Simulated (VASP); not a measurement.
Wanted: the native input for a VASP 6.6.1 run.

```
Task                   : single point
Functional             : r2SCAN
Potentials or basis    : VASP PAW PBE potentials, release 64 (Sn_d)
Cutoff                 : 520 eV
k mesh                 : 22 × 22 × 22
Occupations            : gaussian, width 0.15 eV
Spin                   : no spin polarisation
Dipole correction      : no
Further INCAR settings : ALGO = Normal; EDIFF = 1e-06; NBANDS = 13
```

The system is Sn.

```xyz
1
Lattice="-1.8913 1.8913 1.8913 1.8913 -1.8913 1.8913 1.8913 1.8913 -1.8913" Properties=species:S:1:pos:R:3 pbc="T T T"
Sn    0.0000    0.0000    0.0000
```

One way to write it, as run:

POSCAR

```
Sn
1.0
   -1.8912857998      1.8912857998      1.8912857998
    1.8912857998     -1.8912857998      1.8912857998
    1.8912857998      1.8912857998     -1.8912857998
Sn
1
Direct
    0.0000000000      0.0000000000      0.0000000000
```

INCAR.step1

```
SYSTEM = Sn
ALGO = Normal
EDIFF = 1E-4
ENCUT = 520
GGA = PE
ISMEAR = 0
LASPH = .True.
LCHARG = .False.
LREAL = .False.
LWAVE = .True.
NBANDS = 13
NELM = 100
PREC = Accurate
SIGMA = 0.15
```

INCAR.step2

```
SYSTEM = Sn
ALGO = Normal
EDIFF = 1E-6
ENCUT = 520
ISIF = 2
ISMEAR = 0
ISTART = 1
LASPH = .True.
LCHARG = .False.
LMIXTAU = .True.
LREAL = .False.
LWAVE = .False.
METAGGA = R2SCAN
NBANDS = 13
NELM = 100
PREC = Accurate
SIGMA = 0.15
```

KPOINTS

```
k-points
0
Gamma
  22 22 22
  0 0 0
```

Potentials or basis: VASP PAW PBE potentials, release 64 (Sn_d).

Run with:

```console
$ cat potpaw_PBE.64/Sn_d/POTCAR > POTCAR
$ cp INCAR.step1 INCAR
$ mpirun -np 1 vasp_std > vasp.out
$ cp INCAR.step2 INCAR
$ mpirun -np 1 vasp_std > vasp.out
```

Results of the run:

```yaml
Pressure: -0.3 GPa
Band_gap_on_the_k_mesh: zero (band 7 reaches 16.56 eV, above the bottom of band 8 at 5.51 eV)
```

Caveat: the PAW data sets were made with another functional, which shifts forces and pressure a little; spin-orbit coupling is left out, which moves the levels of the heavy elements.

It used 430 s of CPU time on 1 thread of AMD EPYC 7R13 Processor (Zen 3), on a shared host.
